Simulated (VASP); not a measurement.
# Zn15Se16 (a cell with a defect) in VASP: single point with PBEsol

Aim: the single point of Zn15Se16 (a cell with a defect) with PBEsol.

Everything below comes from runs of VASP 6.6.1. Logs are shortened: lines on timing, memory, paths and dates and some standing lists are left out, and cuts for length are marked.

### Step 1. The cell of the first run

The cell holds a defect, 31 atoms: a = 9.757 Å, b = 9.757 Å, c = 9.757 Å, α = 109.47°, β = 109.47°, γ = 109.47°.

### Step 2. Single point, PBEsol (atoms taken out, then relaxed in part)

The input, INCAR:

```
SYSTEM = Zn15Se16
  PREC = Accurate
  ENCUT = 520
  EDIFF = 1E-7
  ISMEAR = 0
  SIGMA = 0.02
  LREAL = Auto
  LASPH = .True.
  NELM = 80
  ALGO = Normal
  ISIF = 2
  LWAVE = .False.
  LCHARG = .False.
  GGA = PS
  NBANDS = 159
  NELECT = 278.0
```

The input, KPOINTS:

```
Automatic mesh
0
Gamma
  2 2 2
  0.5 0.5 0.5
```

The input, POSCAR:

```
Zn15Se16
1.0
   -5.6332473954      5.6332473954     -5.6332473954
    5.6332473954      5.6332473954      5.6332473954
    5.6332473954     -5.6332473954     -5.6332473954
Zn Se
15 16
Direct
    0.0114602595      0.5030539277      0.5000000000
    0.5030539277      0.2500000000      0.2614602595
    0.7500000000      0.7500000000      0.5000000000
    0.2500000000      0.5030539277      0.2614602595
    0.5030539277      0.0114602595      0.5000000000
   -0.0030539277      0.7584063318      0.2469460723
    0.7500000000      0.2500000000      0.0000000000
    0.4885397405      0.4885397405     -0.0084063318
    0.7584063318     -0.0030539277      0.2469460723
    0.0114602595      0.2500000000      0.7530539277
    0.2500000000      0.7500000000      0.0000000000
   -0.0030539277     -0.0030539277      0.0084063318
    0.7415936682      0.4885397405      0.7385397405
    0.4885397405      0.7415936682      0.7385397405
    0.2500000000      0.0114602595      0.7530539277
    0.2500000000      0.2500000000      0.7345087780
    0.0003581301      0.4987736263      0.7487736263
    0.4845087780      0.2500000000      0.5000000000
    0.7484154962      0.7484154962      0.7496418699
    0.2500000000      0.4845087780      0.5000000000
    0.4987736263      0.0003581301      0.7487736263
    0.0012263737      0.7515845038      0.5000000000
    0.7515845038      0.2500000000      0.2512263737
    0.4987736263      0.4987736263      0.2503581301
    0.7515845038      0.0012263737      0.5000000000
    0.0012263737      0.2500000000      0.0015845038
    0.2500000000      0.7515845038      0.2512263737
    0.0154912220      0.0154912220      0.2654912220
    0.7484154962      0.4996418699     -0.0015845038
    0.4996418699      0.7484154962     -0.0015845038
    0.2500000000      0.0012263737      0.0015845038
```

Potentials or basis: VASP PAW PBE potentials, release 64 (Zn, Se).

Command:

```
cat potpaw_PBE.64/Zn/POTCAR potpaw_PBE.64/Se/POTCAR > POTCAR
mpirun -np 1 vasp_std > vasp.out
```

OUTCAR:

```text
SYSTEM = Zn15Se16
   PREC = Accurate
   ENCUT = 520
   EDIFF = 1E-7
   ISMEAR = 0
   LREAL = Auto
   LASPH = .True.
   NELM = 80
   ISIF = 2
   GGA = PS
   NELECT = 278.0

 ion  position               nearest neighbor table
   1  0.011  0.503  0.500-  20 2.39  22 2.46  17 2.48  23 2.48
   2  0.503  0.250  0.261-  18 2.39  23 2.46  24 2.48  31 2.48
   3  0.750  0.750  0.500-  19 2.45  22 2.45  24 2.45  25 2.45
   4  0.250  0.503  0.261-  20 2.39  27 2.46  26 2.48  24 2.48
   5  0.503  0.011  0.500-  18 2.39  25 2.46  21 2.48  27 2.48
   6  0.997  0.758  0.247-  28 2.39  29 2.46  22 2.48  27 2.48
   7  0.750  0.250  0.000-  21 2.45  23 2.45  26 2.45  29 2.45
   8  0.489  0.489  0.992-  16 2.39  24 2.46  29 2.48  30 2.48
   9  0.758  0.997  0.247-  28 2.39  30 2.46  23 2.48  25 2.48
  10  0.011  0.250  0.753-  16 2.39  26 2.46  25 2.48  17 2.48
  11  0.250  0.750  0.000-  17 2.45  27 2.45  30 2.45  31 2.45
  12  0.997  0.997  0.008-  28 2.39  19 2.46  26 2.48  31 2.48
  13  0.742  0.489  0.739-  18 2.39  17 2.46  19 2.48  29 2.48
  14  0.489  0.742  0.739-  20 2.39  21 2.46  19 2.48  30 2.48
  15  0.250  0.011  0.753-  16 2.39  31 2.46  22 2.48  21 2.48
  16  0.250  0.250  0.735-   8 2.39  10 2.39  15 2.39
  17  0.000  0.499  0.749-  11 2.45  13 2.46   1 2.48  10 2.48
  18  0.485  0.250  0.500-  13 2.39   5 2.39   2 2.39
  19  0.748  0.748  0.750-   3 2.45  12 2.46  13 2.48  14 2.48
  20  0.250  0.485  0.500-  14 2.39   4 2.39   1 2.39
  21  0.499  0.000  0.749-   7 2.45  14 2.46   5 2.48  15 2.48
  22  0.001  0.752  0.500-   3 2.45   1 2.46  15 2.48   6 2.48
  23  0.752  0.250  0.251-   7 2.45   2 2.46   1 2.48   9 2.48
  24  0.499  0.499  0.250-   3 2.45   8 2.46   4 2.48   2 2.48
  25  0.752  0.001  0.500-   3 2.45   5 2.46  10 2.48   9 2.48
  26  0.001  0.250  0.002-   7 2.45  10 2.46   4 2.48  12 2.48
  27  0.250  0.752  0.251-  11 2.45   4 2.46   5 2.48   6 2.48
  28  0.015  0.015  0.265-   6 2.39   9 2.39  12 2.39
  29  0.748  0.500  0.998-   7 2.45   6 2.46   8 2.48  13 2.48
  30  0.500  0.748  0.998-  11 2.45   9 2.46   8 2.48  14 2.48
  31  0.250  0.001  0.002-  11 2.45  15 2.46   2 2.48  12 2.48

  LATTYP: Found a body centered cubic cell.
 ALAT       =    11.2664947908

  Lattice vectors:

 A1 = (  -5.6332473954,   5.6332473954,  -5.6332473954)
 A2 = (   5.6332473954,   5.6332473954,   5.6332473954)
 A3 = (   5.6332473954,  -5.6332473954,  -5.6332473954)

Analysis of symmetry for initial positions (statically):
=====================================================================
 Subroutine PRICEL returns:
 Original cell was already a primitive cell.

 Routine SETGRP: Setting up the symmetry group for a
 body centered cubic supercell.

 Subroutine GETGRP returns: Found 24 space group operations
 (whereof  2 operations were pure point group operations)
 out of a pool of 48 trial point group operations.

The static configuration has the point symmetry C_1h.
 The point group associated with its full space group is T_d .

Analysis of symmetry for dynamics (positions and initial velocities):
=====================================================================
 Subroutine PRICEL returns:
 Original cell was already a primitive cell.

 Routine SETGRP: Setting up the symmetry group for a
 body centered cubic supercell.

 Subroutine GETGRP returns: Found 24 space group operations
 (whereof  2 operations were pure point group operations)
 out of a pool of 48 trial point group operations.

The dynamic configuration has the point symmetry C_1h.
 The point group associated with its full space group is T_d .

 Subroutine INISYM returns: Found 24 space group operations
 (whereof  2 operations are pure point group operations),
 and found     1 'primitive' translations

----------------------------------------------------------------------------------------

                                     Primitive cell

  volume of cell :     715.0501

  direct lattice vectors                    reciprocal lattice vectors
    -5.633247395  5.633247395 -5.633247395     0.000000000  0.088758750 -0.088758750
     5.633247395  5.633247395  5.633247395     0.088758750  0.088758750  0.000000000
     5.633247395 -5.633247395 -5.633247395     0.088758750  0.000000000 -0.088758750

  length of vectors
     9.757070700  9.757070700  9.757070700     0.125523829  0.125523829  0.125523829

  position of ions in fractional coordinates (direct lattice)
     0.011460259  0.503053928  0.500000000
     0.503053928  0.250000000  0.261460259
     0.750000000  0.750000000  0.500000000
     0.250000000  0.503053928  0.261460259
     0.503053928  0.011460259  0.500000000
     0.996946072  0.758406332  0.246946072
[... 23 lines left out ...]
     0.499641870  0.748415496  0.998415496
     0.250000000  0.001226374  0.001584504

  ion indices of the primitive-cell ions
   primitive index   ion index
                 1           1
                 2           2
                 3           3
                 4           4
                 5           5
                 6           6
[... 23 lines left out ...]
                30          30
                31          31

----------------------------------------------------------------------------------------

 KPOINTS: Automatic mesh

Automatic generation of k-mesh.
 Grid dimensions read from file:
 generate k-points for:    2    2    2

 Generating k-lattice:

  Cartesian coordinates                     Fractional coordinates (reciprocal lattice)
     0.000000000  0.044379375 -0.044379375     0.500000000  0.000000000  0.000000000
     0.044379375  0.044379375  0.000000000     0.000000000  0.500000000  0.000000000
     0.044379375  0.000000000 -0.044379375     0.000000000  0.000000000  0.500000000

  Length of vectors
     0.062761914  0.062761914  0.062761914

  Shift w.r.t. Gamma in fractional coordinates (k-lattice)
     0.500000000  0.500000000  0.500000000

 Subroutine IBZKPT returns following result:
 ===========================================

 Found      2 irreducible k-points:

 Following reciprocal coordinates:
            Coordinates               Weight
  0.250000  0.250000  0.250000      2.000000
 -0.250000  0.250000  0.250000      6.000000
   k-points           NKPTS =      2   k-points in BZ     NKDIM =      2   number of bands    NBANDS=    159
   number of dos      NEDOS =    301   number of ions     NIONS =     31
   total plane-waves  NPLWV = 512000
   dimension x,y,z NGX =    80 NGY =   80 NGZ =   80
   dimension x,y,z NGXF=   160 NGYF=  160 NGZF=  160
   ions per type =              15  16
   NGX,Y,Z   is equivalent  to a cutoff of  13.63, 13.63, 13.63 a.u.
   NGXF,Y,Z  is equivalent  to a cutoff of  27.26, 27.26, 27.26 a.u.
 SYSTEM =  Zn15Se16
   PREC   = accura    normal or accurate (medium, high low for compatibility)
   ISTART =      0    job   : 0-new  1-cont  2-samecut
   ICHARG =      2    charge: 1-file 2-atom 10-const
   ISPIN  =      1    spin polarized calculation?
   LNONCOLLINEAR =      F non collinear calculations
   LSORBIT =      F    spin-orbit coupling
   LASPH  =      T    aspherical Exc in radial PAW
   ENCUT  =  520.0 eV  38.22 Ry    6.18 a.u.  18.14 18.14 18.14*2*pi/ulx,y,z
   NELM   =     80;   NELMIN=  2; NELMDL= -5     # of ELM steps
   EDIFF  = 0.1E-06   stopping-criterion for ELM
   LREAL  =      T    real-space projection
   EDIFFG = 0.1E-05   stopping-criterion for IOM
   NSW    =      0    number of steps for IOM
   IBRION =     -1    ionic relax: 0-MD 1-quasi-New 2-CG
   NFREE  =      0    steps in history (QN), initial steepest desc. (CG)
   ISIF   =      2    stress and relaxation
   ISYM   =      2    0-nonsym 1-usesym 2-fastsym
   POTIM  = 0.5000    time-step for ionic-motion
   TEBEG  =    0.0;   TEEND  =   0.0 temperature during run
   PSTRESS=    0.0 pullay stress
   NELECT =     278.0000    total number of electrons
   NUPDOWN=      -1.0000    fix difference up-down
   EMIN   =  10.00;   EMAX   =-10.00  energy-range for DOS
   EFERMI =   0.00;   METHOD = LEGACY
   ISMEAR =     0;   SIGMA  =   0.02  broadening in eV -4-tet -1-fermi 0-gaus
   EFERMI_NEDOS =   21; number of points for ismear=-14 and -15
   IALGO  =     38    algorithm
   IMIX   =      4    mixing-type and parameters
     AMIX     =   0.40;   BMIX     =  1.00
     AMIX_MAG =   1.60;   BMIX_MAG =  1.00
  volume/ion in A,a.u.               =      23.07       155.66
  Fermi-wavevector in a.u.,A,eV,Ry     =   1.194843  2.257926 19.424363  1.427650
  Thomas-Fermi vector in A             =   2.330823
   LORBIT       =      0    0 simple, 1 ext, 2 COOP (PROOUT), +10 PAW based schemes
   GGA     = PS    functional components
   LHFCALC =     F    Hartree Fock is set to
   AEXX    =    0.0000 exact exchange contribution
   IVDW    =     0    specifies the selected vdW correction
   LEPSILON=     F    determine dielectric tensor
   LRPA    =     F    only Hartree local field effects (RPA)
 non-spin polarized calculation
 Gauss-broadening in eV      SIGMA  =   0.02
  energy-cutoff  :      520.00
  volume of cell :      715.05
 maximum number of plane-waves:     19368
 NGX is ok and might be reduce to    80
   NGX = 37   NGY = 37   NGZ = 37

 number of electron     278.0000034 magnetization

 Free energy of the ion-electron system (eV)
  ---------------------------------------------------
  ext. energy  EPLUGINS =         0.00000000
  ---------------------------------------------------
  free energy    TOTEN  =      -100.81951026 eV

  energy without entropy =     -100.81951026  energy(sigma->0) =     -100.81951026

 E-fermi :   1.4711     XC(G=0):  -9.5406

 val. band max:        1.3502856739   @ k =   0.2500   0.2500   0.2500
 cond. band min:       4.1803052002   @ k =   0.2500   0.2500   0.2500
 fundamental gap:      2.8300195263
 Fermi energy:         1.4711381692

 k-point     1 :       0.2500    0.2500    0.2500
  band No.  band energies     occupation
      1     -11.5161      2.00000
      2     -11.5161      2.00000
      3     -11.5161      2.00000
      4     -11.3414      2.00000
      5     -10.9754      2.00000
      6     -10.9754      2.00000
[... 143 lines left out ...]
    150       5.0938      0.00000
    151       5.0938      0.00000

 k-point     2 :      -0.2500    0.2500    0.2500
  band No.  band energies     occupation
      1     -11.7136      2.00000
      2     -11.3390      2.00000
      3     -11.2788      2.00000
      4     -11.2788      2.00000
      5     -11.2352      2.00000
      6     -11.0771      2.00000
[... 143 lines left out ...]
    150       5.6362      0.00000
    151       5.6456      0.00000
 [bands above 151 left out]

------------------------ aborting loop because EDIFF is reached ----------------------------------------

  FORCE on cell =-STRESS in cart. coord.  units (eV):
  Direction    XX          YY          ZZ          XY          YZ          ZX
  --------------------------------------------------------------------------------------
  -------------------------------------------------------------------------------------
  Total       11.3501897     11.3501897     11.3501897     -0.0000000     -0.0000000     -0.0000000
  in kB       25.4318081     25.4318081     25.4318081     -0.0000000     -0.0000000     -0.0000000
  external PRESSURE =      25.4318081 kB  Pullay stress =       0.0000000 kB

 VOLUME and BASIS-vectors are now :
 -----------------------------------------------------------------------------
  energy-cutoff  :      520.00
  volume of cell :      715.05
      direct lattice vectors                 reciprocal lattice vectors
    -5.633247395  5.633247395 -5.633247395     0.000000000  0.088758750 -0.088758750
     5.633247395  5.633247395  5.633247395     0.088758750  0.088758750  0.000000000
     5.633247395 -5.633247395 -5.633247395     0.088758750  0.000000000 -0.088758750

 POSITION                                       TOTAL-FORCE (eV/Angst)
 -----------------------------------------------------------------------------------
      5.58589      0.08176     -0.04735         0.010021      0.003813      0.010021
      0.04735      2.76927     -2.89839        -0.010021      0.010021     -0.003813
      2.81662      5.63325     -2.81662        -0.000000      0.000000     -0.000000
      2.89839      2.76927     -0.04735         0.003813      0.010021      0.010021
      0.04735      0.08176     -5.58589        -0.010021      0.003813     -0.010021
      0.04735      8.49723     -2.73486        -0.010021     -0.010021      0.003813
[... 23 lines left out ...]
      7.02572      1.40629     -4.22292         0.014205      0.009846     -0.009846
     -1.39248      1.40629     -1.41033        -0.014205      0.009846      0.009846
 -----------------------------------------------------------------------------------
    total drift:                               -0.000097     -0.000109      0.000097

  FREE ENERGIE OF THE ION-ELECTRON SYSTEM (eV)
  ---------------------------------------------------
  free  energy   TOTEN  =      -100.8195102583 eV

  energy  without entropy=     -100.8195102583  energy(sigma->0) =     -100.81951026
```

It took 19 min on 1 thread of Intel Xeon 8259CL, shared host; peak memory 1 GiB.

Results:

- Free energy: -100.8195 eV
- Largest force: 0.042 eV/Å

Forces on the atoms (eV/Å):
```
Zn   0.010  0.004  0.010
Zn  -0.010  0.010 -0.004
Zn   0.000  0.000  0.000
Zn   0.004  0.010  0.010
Zn  -0.010  0.004 -0.010
Zn  -0.010 -0.010  0.004
Zn   0.000  0.000  0.000
Zn   0.010 -0.004 -0.010
Zn  -0.004 -0.010  0.010
Zn   0.010 -0.010 -0.004
Zn   0.000  0.000  0.000
Zn  -0.010 -0.004  0.010
Zn  -0.004  0.010 -0.010
Zn   0.010  0.010  0.004
Zn   0.004 -0.010 -0.010
Se  -0.024  0.024  0.024
Se   0.014 -0.010  0.010
Se   0.024 -0.024  0.024
Se   0.010  0.014 -0.010
Se  -0.024 -0.024 -0.024
Se  -0.010 -0.010 -0.014
Se  -0.010 -0.014 -0.010
Se   0.010 -0.010  0.014
Se  -0.010  0.014  0.010
Se   0.010 -0.014  0.010
Se  -0.010  0.010  0.014
Se  -0.014 -0.010 -0.010
Se   0.024  0.024 -0.024
Se   0.010  0.010 -0.014
Se   0.014  0.010 -0.010
Se  -0.014  0.010  0.010
```

Caveat: the cell carries a net charge on a neutralising background, which shifts energy and pressure; the cell differs from its parent crystal (atoms taken out, then relaxed in part); the cell is charged against a uniform background, so pressure and absolute levels hang on convention; the PAW data sets were made with another functional, which shifts forces and pressure a little.
